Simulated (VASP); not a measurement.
Input of a VASP 6.6.1 run:

INCAR

```
PREC     = Accurate       # precision mode
ENCUT    = 520            # plane-wave cutoff, eV
EDIFF    = 1E-6           # SCF threshold, eV
ISMEAR   = -1             # smearing method
SIGMA    = 0.24           # smearing width, eV
LREAL    = Auto         
LASPH    = True           # aspherical terms in the spheres
NELM     = 80             # most SCF steps
ALGO     = Normal         # electronic algorithm
ISIF     = 2              # what is computed and relaxed
LWAVE    = False          # write WAVECAR
LCHARG   = True           # write CHGCAR
GGA      = PS             # functional
LELF     = True           # ELF
LVHAR    = True         
NBANDS   = 86             # bands
```

File KPOINTS:

```
Automatic mesh
0
Gamma
  2 2 2
```

File POSCAR:

```
WC
1.0
   -3.0377760000     -5.2615820000      0.0000000000
    4.5566640000     -2.6307910000      0.0000000000
    0.0000000000      0.0000000000      5.9303420000
W C
8 8
Direct
    0.7808069264      0.5054830774     -0.0498959419
    0.7535475017      0.4786195593      0.4633628212
    0.4946154660     -0.0102858162     -0.0067112487
    0.4849275091      0.0227361835      0.5114713452
    0.2638810427      0.4782471339     -0.0010960582
    0.2841085758      0.5068967589      0.4752002498
   -0.0185467247      0.0103714483      0.0128323122
   -0.0131044951      0.0046945483      0.5200543240
    0.5127391686      0.5967713969      0.2557525350
    0.4888141388      0.6571272008      0.7610859542
    0.2555825640      0.1181132905      0.2138831116
    0.2246149828      0.0882509669      0.7395020388
   -0.0059185051      0.6628579389      0.2121462809
    0.0037888543      0.6369812852      0.7569209331
    0.7423820779      0.1350528499      0.2025178312
    0.7521037919      0.1779860987      0.7692473722
```

Potentials or basis: VASP PAW PBE potentials, release 64 (W_sv, C).

Launch:

```console
$ cat potpaw_PBE.64/W_sv/POTCAR potpaw_PBE.64/C/POTCAR > POTCAR
$ mpirun -np 1 vasp_std > vasp.out
```

Problem. Predict the band gap on the k mesh.

Solution. Zero (bands 72 and 73 overlap by 0.15 eV).

Problem. Predict the pressure.

Solution. -23.3 GPa.

Problem. What does it give for the largest force?

Solution. 6.800 eV/Å.

Stress tensor (GPa, compression positive):
```
-23.83   1.36   2.94
  1.36 -21.43   3.18
  2.94   3.18 -24.78
```

Caveat: the k points lie up to 0.60 Å⁻¹ apart; the PAW data sets were made with another functional, which shifts forces and pressure a little; spin-orbit coupling is left out, which moves the levels of the heavy elements.
